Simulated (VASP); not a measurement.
Write the native input for VASP 6.6.1 that does the following.

```yaml
Task: single point
Functional: PBE
Potentials_or_basis: VASP PAW PBE potentials, release 64 (In_d, Sb)
Cutoff: 520 eV
k_mesh: 6 × 6 × 12
Occupations: gaussian, width 0.1 eV
Spin: no spin polarisation
Dipole_correction: no
Further_INCAR_settings: ALGO = Fast; EDIFF = 1e-07; NBANDS = 36
```

The structure of In4Sb lies in POSCAR:

```
In4Sb
1.0
    4.4400240374     -5.2277847266      0.0000000000
    4.4400240374      5.2277847266      0.0000000000
    0.0000000000      0.0000000000      3.2823984551
In Sb
4 1
Direct
    0.1692908146      0.1692908146      0.5000000000
    0.8307091854      0.8307091854      0.5000000000
    0.0000000000      0.5000000000      0.0000000000
    0.5000000000      0.0000000000      0.0000000000
    0.5000000000      0.5000000000      0.0000000000
```

The cell was built from a structure type or drawn by symmetry, and may not be a known phase.

These files were run (other wordings do the same):

INCAR

```
SYSTEM = In4Sb
PREC = Accurate
ENCUT = 520
EDIFF = 1E-7
ISMEAR = 0
SIGMA = 0.1
LREAL = .False.
LASPH = .True.
NELM = 100
ALGO = Fast
ISIF = 2
LWAVE = .False.
LCHARG = .False.
GGA = PE
NBANDS = 36
```

KPOINTS

```
Automatic mesh
0
Gamma
  6 6 12
  0 0 0
```

Potentials or basis: VASP PAW PBE potentials, release 64 (In_d, Sb).

The run is started by

```sh
$ cat potpaw_PBE.64/In_d/POTCAR potpaw_PBE.64/Sb/POTCAR > POTCAR
$ mpirun -np 1 vasp_std > vasp.out
```

Results of the run:

```json
{
 "Pressure": "-0.1 GPa",
 "Band gap on the k mesh": "zero (an odd number of electrons rules out a gap without spin polarisation)"
}
```

Caveat: spin-orbit coupling is left out, which moves the levels of the heavy elements.

It took 13 min on 1 thread of AMD EPYC 7R13, on a shared host, peak memory 0.5 GiB.
